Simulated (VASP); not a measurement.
A run of VASP 6.6.1 is set up as follows.

INCAR

```
SYSTEM = MoS2
ALGO     = Normal         ! electronic algorithm
EDIFF    = 1E-6           ! SCF threshold, eV
ENCUT    = 520            ! plane-wave cutoff, eV
GGA      = PE             ! functional
ISIF     = 2              ! what is computed and relaxed
ISMEAR   = 0              ! smearing method
IVDW     = 12             ! dispersion correction
LASPH    = .True.         ! aspherical terms in the spheres
LCHARG   = .True.         ! write CHGCAR
LELF     = .True.         ! ELF
LREAL    = .False.        ! projectors in reciprocal space
LVHAR    = .True.       
LWAVE    = .False.        ! write WAVECAR
NBANDS   = 20             ! bands
NELM     = 100            ! most SCF steps
PREC     = Accurate       ! precision mode
SIGMA    = 0.02           ! smearing width, eV
```

File KPOINTS:

```
k-points
0
Gamma
  12 12 6
  0 0 0
```

File POSCAR:

```
MoS2
1.0
    2.9476106781      0.0000000000      0.0000000000
   -1.4738053390      2.5527057277      0.0000000000
    0.0000000000      0.0000000000      5.8975018044
Mo S
1 2
Direct
    0.0000000000      0.0000000000      0.0000000000
    0.3333333333      0.6666666667      0.2684925038
    0.3333333333      0.6666666667      0.7315074962
```

Potentials or basis: VASP PAW PBE potentials, release 64 (Mo_sv, S).

Command:

```console
$ cat potpaw_PBE.64/Mo_sv/POTCAR potpaw_PBE.64/S/POTCAR > POTCAR
$ mpirun -np 1 vasp_std > vasp.out
```

Estimate the pressure.

29.8 GPa.

What does it give for the dispersion energy per atom?

-0.515 eV.

Estimate the largest force.

0.032 eV/Å.

Stress tensor (GPa, compression positive):
```
29.83  0.00  0.00
 0.00 29.83  0.00
 0.00  0.00 29.67
```

Caveat: the cell stands under pressure.
